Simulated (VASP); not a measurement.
# Sn5H (P6/mmm) in VASP: notebook

Runs on Sn5H. Level: PBE. Tasks: single point.

All numbers are computed with VASP 6.6.1; they aren't measurements. Logs are shortened: lines on timing, memory, paths and dates and some standing lists are left out, and cuts for length are marked.

## Step 1: The cell of the first run

Symmetry: P6/mmm, No. 191, hexagonal system. Conventional cell: a = 6.255 Å, b = 6.255 Å, c = 4.761 Å, α = 90.00°, β = 90.00°, γ = 120.00°. Sn (site symmetry -6m2) has 9 Sn at 2.99 to 3.61 Å and 3 H at 3.61 Å within 3.9 Å. Sn (site symmetry mmm) has 8 Sn at 2.99 to 3.13 Å and 4 H at 3.93 Å within 4.0 Å. Within 4.8 Å of H (site symmetry 6/mmm) lie 18 Sn at 3.61 to 3.93 Å and 2 H at 4.76 Å.

The cell was generated, and may not be a known phase.

## Step 2: Single point, PBE

Input file INCAR:

```
PREC     = Accurate       # precision mode
ENCUT    = 520            # plane-wave cutoff, eV
EDIFF    = 1E-6           # SCF threshold, eV
ISMEAR   = 0              # smearing method
SIGMA    = 0.1            # smearing width, eV
LREAL    = False          # projectors in reciprocal space
LASPH    = True           # aspherical terms in the spheres
NELM     = 60             # most SCF steps
ALGO     = Normal         # electronic algorithm
ISIF     = 2              # what is computed and relaxed
LWAVE    = False          # write WAVECAR
LCHARG   = True           # write CHGCAR
GGA      = PE             # functional
LELF     = True           # ELF
LVHAR    = True         
NBANDS   = 44             # bands
```

Input file KPOINTS:

```
Automatic mesh
0
Gamma
  3 3 4
```

Input file POSCAR:

```
Sn5H
1.0
    6.2551200500      0.0000000000      0.0000000000
   -3.1275600300      5.4170928700      0.0000000000
    0.0000000000      0.0000000000      4.7607346800
Sn H
5 1
Direct
    0.3333333300      0.6666666700      0.0000000000
    0.6666666700      0.3333333300      0.0000000000
    0.5000000000      0.0000000000      0.5000000000
    0.5000000000      0.5000000000      0.5000000000
    0.0000000000      0.5000000000      0.5000000000
    0.0000000000      0.0000000000      0.0000000000
```

Potentials or basis: VASP PAW PBE potentials, release 64 (Sn_d, H).

Run with:

```
> cat potpaw_PBE.64/Sn_d/POTCAR potpaw_PBE.64/H/POTCAR > POTCAR
> mpirun -np 1 vasp_std > vasp.out
```

OUTCAR:

```text
PREC = Accurate
   ENCUT = 520
   EDIFF = 1E-6
   ISMEAR = 0
   LREAL = False
   LASPH = True
   NELM = 60
   ISIF = 2
   GGA = PE

 ion  position               nearest neighbor table
   1  0.333  0.667  0.000-   5 2.99   5 2.99   3 2.99   3 2.99   4 2.99   4 2.99   2 3.61   2 3.61
                             2 3.61
   2  0.667  0.333  0.000-   5 2.99   5 2.99   3 2.99   3 2.99   4 2.99   4 2.99   1 3.61   1 3.61
                             1 3.61
   3  0.500  0.000  0.500-   1 2.99   2 2.99   1 2.99   2 2.99   5 3.13   5 3.13   4 3.13   4 3.13

   4  0.500  0.500  0.500-   1 2.99   2 2.99   1 2.99   2 2.99   5 3.13   5 3.13   3 3.13   3 3.13

   5  0.000  0.500  0.500-   1 2.99   2 2.99   1 2.99   2 2.99   4 3.13   4 3.13   3 3.13   3 3.13

   6  0.000  0.000  0.000-

  LATTYP: Found a hexagonal cell.
 ALAT       =     6.2551200500
 C/A-ratio  =     0.7610940545

  Lattice vectors:

 A1 = (   6.2551200500,   0.0000000000,   0.0000000000)
 A2 = (  -3.1275600300,   5.4170928700,   0.0000000000)
 A3 = (   0.0000000000,   0.0000000000,   4.7607346800)

Analysis of symmetry for initial positions (statically):
=====================================================================
 Subroutine PRICEL returns:
 Original cell was already a primitive cell.

 Routine SETGRP: Setting up the symmetry group for a
 hexagonal supercell.

 Subroutine GETGRP returns: Found 24 space group operations
 (whereof 24 operations were pure point group operations)
 out of a pool of 24 trial point group operations.

The static configuration has the point symmetry D_6h.

Analysis of symmetry for dynamics (positions and initial velocities):
=====================================================================
 Subroutine PRICEL returns:
 Original cell was already a primitive cell.

 Routine SETGRP: Setting up the symmetry group for a
 hexagonal supercell.

 Subroutine GETGRP returns: Found 24 space group operations
 (whereof 24 operations were pure point group operations)
 out of a pool of 24 trial point group operations.

The dynamic configuration has the point symmetry D_6h.

 Subroutine INISYM returns: Found 24 space group operations
 (whereof 24 operations are pure point group operations),
 and found     1 'primitive' translations

----------------------------------------------------------------------------------------

                                     Primitive cell

  volume of cell :     161.3154

  direct lattice vectors                    reciprocal lattice vectors
     6.255120050  0.000000000  0.000000000     0.159869034  0.092300430  0.000000000
    -3.127560030  5.417092870  0.000000000     0.000000000  0.184600860  0.000000000
     0.000000000  0.000000000  4.760734680     0.000000000  0.000000000  0.210051613

  length of vectors
     6.255120050  6.255120055  4.760734680     0.184600860  0.184600860  0.210051613

  position of ions in fractional coordinates (direct lattice)
     0.333333330  0.666666670  0.000000000
     0.666666670  0.333333330  0.000000000
     0.500000000  0.000000000  0.500000000
     0.500000000  0.500000000  0.500000000
     1.000000000  0.500000000  0.500000000
     0.000000000  0.000000000  0.000000000

  ion indices of the primitive-cell ions
   primitive index   ion index
                 1           1
                 2           2
                 3           3
                 4           4
                 5           5
                 6           6

----------------------------------------------------------------------------------------

 KPOINTS: Automatic mesh

Automatic generation of k-mesh.
 Grid dimensions read from file:
 generate k-points for:    3    3    4

 Generating k-lattice:

  Cartesian coordinates                     Fractional coordinates (reciprocal lattice)
     0.053289678  0.030766810  0.000000000     0.333333333 -0.000000000  0.000000000
     0.000000000  0.061533620  0.000000000     0.000000000  0.333333333  0.000000000
     0.000000000  0.000000000  0.052512903     0.000000000  0.000000000  0.250000000

  Length of vectors
     0.061533620  0.061533620  0.052512903

  Shift w.r.t. Gamma in fractional coordinates (k-lattice)
     0.000000000  0.000000000  0.000000000

 Subroutine IBZKPT returns following result:
 ===========================================

 Found      9 irreducible k-points:

 Following reciprocal coordinates:
            Coordinates               Weight
  0.000000  0.000000  0.000000      1.000000
  0.333333  0.000000  0.000000      6.000000
  0.333333  0.333333  0.000000      2.000000
  0.000000  0.000000  0.250000      2.000000
  0.333333  0.000000  0.250000     12.000000
  0.333333  0.333333  0.250000      4.000000
  0.000000  0.000000  0.500000      1.000000
  0.333333  0.000000  0.500000      6.000000
  0.333333  0.333333  0.500000      2.000000
   k-points           NKPTS =      9   k-points in BZ     NKDIM =      9   number of bands    NBANDS=     44
   number of dos      NEDOS =    301   number of ions     NIONS =      6
   total plane-waves  NPLWV =  82944
   dimension x,y,z NGX =    48 NGY =   48 NGZ =   36
   dimension x,y,z NGXF=    96 NGYF=   96 NGZF=   72
   ions per type =               5   1
   NGX,Y,Z   is equivalent  to a cutoff of  12.76, 12.76, 12.57 a.u.
   NGXF,Y,Z  is equivalent  to a cutoff of  25.51, 25.51, 25.14 a.u.
 SYSTEM =  unknown system
   PREC   = accura    normal or accurate (medium, high low for compatibility)
   ISTART =      0    job   : 0-new  1-cont  2-samecut
   ICHARG =      2    charge: 1-file 2-atom 10-const
   ISPIN  =      1    spin polarized calculation?
   LNONCOLLINEAR =      F non collinear calculations
   LSORBIT =      F    spin-orbit coupling
   LASPH  =      T    aspherical Exc in radial PAW
   ENCUT  =  520.0 eV  38.22 Ry    6.18 a.u.  11.63 11.63  8.85*2*pi/ulx,y,z
   NELM   =     60;   NELMIN=  2; NELMDL= -5     # of ELM steps
   EDIFF  = 0.1E-05   stopping-criterion for ELM
   LREAL  =      F    real-space projection
   EDIFFG = 0.1E-04   stopping-criterion for IOM
   NSW    =      0    number of steps for IOM
   IBRION =     -1    ionic relax: 0-MD 1-quasi-New 2-CG
   NFREE  =      0    steps in history (QN), initial steepest desc. (CG)
   ISIF   =      2    stress and relaxation
   ISYM   =      2    0-nonsym 1-usesym 2-fastsym
   POTIM  = 0.5000    time-step for ionic-motion
   TEBEG  =    0.0;   TEEND  =   0.0 temperature during run
   PSTRESS=    0.0 pullay stress
   NELECT =      71.0000    total number of electrons
   NUPDOWN=      -1.0000    fix difference up-down
   EMIN   =  10.00;   EMAX   =-10.00  energy-range for DOS
   EFERMI =   0.00;   METHOD = LEGACY
   ISMEAR =     0;   SIGMA  =   0.10  broadening in eV -4-tet -1-fermi 0-gaus
   EFERMI_NEDOS =   21; number of points for ismear=-14 and -15
   IALGO  =     38    algorithm
   IMIX   =      4    mixing-type and parameters
     AMIX     =   0.40;   BMIX     =  1.00
     AMIX_MAG =   1.60;   BMIX_MAG =  1.00
  volume/ion in A,a.u.               =      26.89       181.44
  Fermi-wavevector in a.u.,A,eV,Ry     =   1.245286  2.353249 21.099048  1.550736
  Thomas-Fermi vector in A             =   2.379515
   LORBIT       =      0    0 simple, 1 ext, 2 COOP (PROOUT), +10 PAW based schemes
   GGA     = PE    functional components
   LHFCALC =     F    Hartree Fock is set to
   AEXX    =    0.0000 exact exchange contribution
   IVDW    =     0    specifies the selected vdW correction
   LEPSILON=     F    determine dielectric tensor
   LRPA    =     F    only Hartree local field effects (RPA)
 non-spin polarized calculation
 Gauss-broadening in eV      SIGMA  =   0.10
  energy-cutoff  :      520.00
  volume of cell :      161.32
 maximum number of plane-waves:      4374
 NGX is ok and might be reduce to    48
   NGX = 23   NGY = 23   NGZ = 17

 number of electron      71.0000050 magnetization

 Free energy of the ion-electron system (eV)
  ---------------------------------------------------
  ext. energy  EPLUGINS =         0.00000000
  ---------------------------------------------------
  free energy    TOTEN  =       -18.95006793 eV

  energy without entropy =      -18.92310493  energy(sigma->0) =      -18.93658643

 E-fermi :   5.9510     XC(G=0):  -9.3913

 val. band max:        5.9411708924   @ k =   0.3333   0.3333   0.5000
 cond. band min:       5.9927410628   @ k =   0.3333   0.0000   0.2500
 fundamental gap:      0.0515701704
 Fermi energy:         5.9510324250

 k-point     1 :       0.0000    0.0000    0.0000
  band No.  band energies     occupation
      1     -15.9413      2.00000
      2     -15.9413      2.00000
      3     -15.9302      2.00000
      4     -15.8304      2.00000
      5     -15.8304      2.00000
      6     -15.7977      2.00000
[... 36 lines left out ...]
     43      11.0280      0.00000
     44      11.5383      0.00000

 k-point     2 :       0.3333    0.0000    0.0000
  band No.  band energies     occupation
      1     -15.9324      2.00000
      2     -15.9208      2.00000
      3     -15.8931      2.00000
      4     -15.8591      2.00000
      5     -15.8266      2.00000
      6     -15.8230      2.00000
[... 36 lines left out ...]
     43      10.5205      0.00000
     44      10.6432      0.00000

 k-point     3 :       0.3333    0.3333    0.0000
  band No.  band energies     occupation
      1     -15.9234      2.00000
      2     -15.8959      2.00000
      3     -15.8959      2.00000
      4     -15.8478      2.00000
      5     -15.8478      2.00000
      6     -15.8280      2.00000
[... 36 lines left out ...]
     43       9.8689      0.00000
     44      10.9998      0.00000

 k-point     4 :       0.0000    0.0000    0.2500
  band No.  band energies     occupation
      1     -15.9006      2.00000
      2     -15.8810      2.00000
      3     -15.8791      2.00000
      4     -15.8791      2.00000
      5     -15.8607      2.00000
      6     -15.8607      2.00000
[... 36 lines left out ...]
     43      11.0012      0.00000
     44      11.6198      0.00000

 k-point     5 :       0.3333    0.0000    0.2500
  band No.  band energies     occupation
      1     -15.9145      2.00000
      2     -15.9063      2.00000
      3     -15.8774      2.00000
      4     -15.8669      2.00000
      5     -15.8456      2.00000
      6     -15.8338      2.00000
[... 36 lines left out ...]
     43      10.7181      0.00000
     44      11.5486      0.00000

 k-point     6 :       0.3333    0.3333    0.2500
  band No.  band energies     occupation
      1     -15.9143      2.00000
      2     -15.9143      2.00000
      3     -15.8769      2.00000
      4     -15.8752      2.00000
      5     -15.8270      2.00000
      6     -15.8270      2.00000
[... 36 lines left out ...]
     43      10.4924      0.00000
     44      11.2687      0.00000

 k-point     7 :       0.0000    0.0000    0.5000
  band No.  band energies     occupation
      1     -15.9675      2.00000
      2     -15.8969      2.00000
      3     -15.8969      2.00000
      4     -15.7920      2.00000
      5     -15.7779      2.00000
      6     -15.7779      2.00000
[... 36 lines left out ...]
     43      12.3288      0.00000
     44      12.3295      0.00000

 k-point     8 :       0.3333    0.0000    0.5000
  band No.  band energies     occupation
      1     -15.9379      2.00000
      2     -15.8930      2.00000
      3     -15.8771      2.00000
      4     -15.8465      2.00000
      5     -15.8197      2.00000
      6     -15.7886      2.00000
[... 36 lines left out ...]
     43      11.5240      0.00000
     44      11.7957      0.00000

 k-point     9 :       0.3333    0.3333    0.5000
  band No.  band energies     occupation
      1     -15.8952      2.00000
      2     -15.8952      2.00000
      3     -15.8909      2.00000
      4     -15.8484      2.00000
      5     -15.8484      2.00000
      6     -15.8038      2.00000
[... 36 lines left out ...]
     43      11.4487      0.00000
     44      11.4669      0.00000

------------------------ aborting loop because EDIFF is reached ----------------------------------------

  FORCE on cell =-STRESS in cart. coord.  units (eV):
  Direction    XX          YY          ZZ          XY          YZ          ZX
  --------------------------------------------------------------------------------------
  -------------------------------------------------------------------------------------
  Total        4.9201839      4.9201840      7.8231561     -0.0000000      0.0000000      0.0000000
  in kB       48.8670377     48.8670377     77.6992222     -0.0000000      0.0000000      0.0000000
  external PRESSURE =      58.4777659 kB  Pullay stress =       0.0000000 kB

 VOLUME and BASIS-vectors are now :
 -----------------------------------------------------------------------------
  energy-cutoff  :      520.00
  volume of cell :      161.32
      direct lattice vectors                 reciprocal lattice vectors
     6.255120050  0.000000000  0.000000000     0.159869034  0.092300430  0.000000000
    -3.127560030  5.417092870  0.000000000     0.000000000  0.184600860  0.000000000
     0.000000000  0.000000000  4.760734680     0.000000000  0.000000000  0.210051613

 POSITION                                       TOTAL-FORCE (eV/Angst)
 -----------------------------------------------------------------------------------
     -0.00000      3.61140      0.00000         0.000000     -0.000000      0.000000
      3.12756      1.80570      0.00000        -0.000000      0.000000      0.000000
      3.12756      0.00000      2.38037        -0.000000      0.000000      0.000000
      1.56378      2.70855      2.38037        -0.000000      0.000000      0.000000
     -1.56378      2.70855      2.38037        -0.000000      0.000000      0.000000
      0.00000      0.00000      0.00000        -0.000000      0.000000      0.000000
 -----------------------------------------------------------------------------------
    total drift:                                0.000000      0.000000     -0.000000

  FREE ENERGIE OF THE ION-ELECTRON SYSTEM (eV)
  ---------------------------------------------------
  free  energy   TOTEN  =       -18.9500679334 eV

  energy  without entropy=      -18.9231049288  energy(sigma->0) =      -18.93658643
```

It took 37 s on 1 thread of AMD EPYC 9R45 (Zen 5), shared host; peak memory 0.25 GiB.

What came out:

```yaml
Free_energy: -18.9501 eV
Pressure: 5.8 GPa
Band_gap_on_the_k_mesh: zero (an odd number of electrons rules out a gap without spin polarisation)
```

Stress tensor (GPa, compression positive):
```
4.89 0.00 0.00
0.00 4.89 0.00
0.00 0.00 7.77
```

Caveat: the k points lie up to 0.39 Å⁻¹ apart, too coarse for converged energies and pressures of a metal; spin-orbit coupling is left out, which moves the levels of the heavy elements.

## Step 3: Single point, PBE

This run uses another cell than the first one, of 30.10 Å³/atom.

Input file INCAR:

```
SYSTEM = Sn5H
ALGO     = Normal         ! electronic algorithm
EDIFF    = 1E-7           ! SCF threshold, eV
ENCUT    = 520            ! plane-wave cutoff, eV
GGA      = PE             ! functional
ISIF     = 2              ! what is computed and relaxed
ISMEAR   = 0              ! smearing method
LASPH    = .True.         ! aspherical terms in the spheres
LCHARG   = .False.        ! write CHGCAR
LREAL    = .False.        ! projectors in reciprocal space
LWAVE    = .False.        ! write WAVECAR
NBANDS   = 44             ! bands
NELM     = 60             ! most SCF steps
PREC     = Accurate       ! precision mode
SIGMA    = 0.1            ! smearing width, eV
```

Input file KPOINTS:

```
k-points
0
Gamma
  3 3 4
  0 0 0
```

Input file POSCAR:

```
Sn5H
1.0
    6.3354276226      0.0000000029      0.0000000000
   -3.1677138138      5.4866412635      0.0000000000
    0.0000000000      0.0000000000      5.1958045551
Sn H
5 1
Direct
    0.3333333333      0.6666666667      0.0000000000
    0.6666666667      0.3333333333      0.0000000000
    0.5000000000      0.0000000000      0.5000000000
    0.5000000000      0.5000000000      0.5000000000
    0.0000000000      0.5000000000      0.5000000000
    0.0000000000      0.0000000000      0.0000000000
```

Potentials or basis: VASP PAW PBE potentials, release 64 (Sn_d, H).

Run with:

```
> cat potpaw_PBE.64/Sn_d/POTCAR potpaw_PBE.64/H/POTCAR > POTCAR
> mpirun -np 1 vasp_std > vasp.out
```

Wall time 44 s (1 thread of AMD EPYC 9R45 (Zen 5), shared host); peak memory 0.27 GiB.

Results (log left out):

* Free energy: -19.4056 eV
* Pressure: -0.1 GPa
* Band gap on the k mesh: zero (an odd number of electrons rules out a gap without spin polarisation)

Stress tensor (GPa, compression positive):
```
-0.01  0.00  0.00
 0.00 -0.01  0.00
 0.00  0.00 -0.15
```

Levels at points of the mesh, in eV from the Fermi level:
```csv
k point,band 31,band 32,band 33,band 34,band 35,band 36,band 37,band 38,band 39,band 40
"(0.00, 0.00, 0.00)",-3.69,-1.92,-1.92,-1.33,-0.66,0.30,0.88,0.88,1.18,1.18
"(0.00, 0.00, 0.50)",-4.79,-2.46,-2.46,-1.29,-1.29,-0.47,1.13,1.13,2.67,2.93
```

Caveat: the k points lie up to 0.38 Å⁻¹ apart, too coarse for converged energies and pressures of a metal; spin-orbit coupling is left out, which moves the levels of the heavy elements.

The gap in the log of VASP goes by the Fermi energy; the results here count the filled bands.